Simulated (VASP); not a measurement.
## AlN: single point with PBE-based screened hybrid

AlN:

```
Al N
1.0
     3.31212    0.00000    0.00000
    -1.65606    2.86838    0.00000
     0.00000    0.00000    4.18756
Al N
2 2
Cartesian
  1.6561 0.9561 1.0469
  0.0000 1.9123 3.1407
  1.6561 0.9561 3.1407
  0.0000 1.9123 1.0469
```

- Program: VASP 6.6.1
- Task: single point
- Functional: PBE-based screened hybrid
- Potentials or basis: VASP PAW PBE potentials, release 64 (Al, N)
- Cutoff: 520 eV
- k mesh: 5 × 5 × 4
- Occupations: fermi-dirac, width 0.05 eV
- Spin: no spin polarisation

```
Pressure               : -6.0 GPa
Band gap on the k mesh : 4.86 eV, direct
```

Stress tensor (GPa, compression positive):
```
-6.20  0.00  0.00
 0.00 -6.20  0.00
 0.00  0.00 -5.75
```

Levels at points of the mesh, in eV from the valence-band top:
```csv
k point,band 6,band 7,band 8,band 9,band 10,band 11
"(0.00, 0.00, 0.00)",-1.73,-1.73,0.00,4.86,6.09,10.08
"(0.00, 0.00, 0.50)",-2.69,-2.69,-2.69,7.39,7.39,10.25
```

It took 9.9 min on 1 thread of Intel(R) Xeon(R) Platinum 8375C CPU @ 2.90GHz (Ice Lake), on a shared host, peak memory 0.26 GiB.

Caveat: the k points lie up to 0.44 Å⁻¹ apart; the PAW data sets were made with another functional, which shifts forces and pressure a little.
